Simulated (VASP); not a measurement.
Here is a VASP 6.6.1 calculation.

The input POSCAR:

```
I
1.0
    0.0000000000      2.2832177691      3.9420039534
    2.2786692771      0.0000000000      3.9420039534
    2.2786692771      2.2832177691      0.0000000000
I
1
Direct
    0.0000000000      0.0000000000      0.0000000000
```

INCAR.step1

```
PREC = Accurate
ENCUT = 520
ISMEAR = 0
SIGMA = 0.1
LREAL = F
LASPH = T
NELM = 100
NBANDS = 10
GGA = PE
ALGO = Normal
EDIFF = 1E-4
LWAVE = T
LCHARG = F
```

File INCAR.step2:

```
PREC = Accurate
ENCUT = 520
EDIFF = 1E-6
ISMEAR = 0
SIGMA = 0.1
LREAL = F
LASPH = T
NELM = 100
ALGO = Normal
ISIF = 2
LWAVE = F
LCHARG = F
METAGGA = R2SCAN
LMIXTAU = T
NBANDS = 10
ISTART = 1
```

KPOINTS

```
regular mesh
0
Gamma
  14 14 14
```

Potentials or basis: VASP PAW PBE potentials, release 64 (I).

The run is started by

```sh
$ cat potpaw_PBE.64/I/POTCAR > POTCAR
$ cp INCAR.step1 INCAR
$ mpirun -np 1 vasp_std > vasp.out
$ cp INCAR.step2 INCAR
$ mpirun -np 1 vasp_std > vasp.out
```

Q: What does it give for the pressure?

A: 0.0 GPa.

Caveat: the PAW data sets were made with another functional, which shifts forces and pressure a little; an odd number of electrons without spin polarisation forces a metal; a magnetic or distorted state may lie lower.
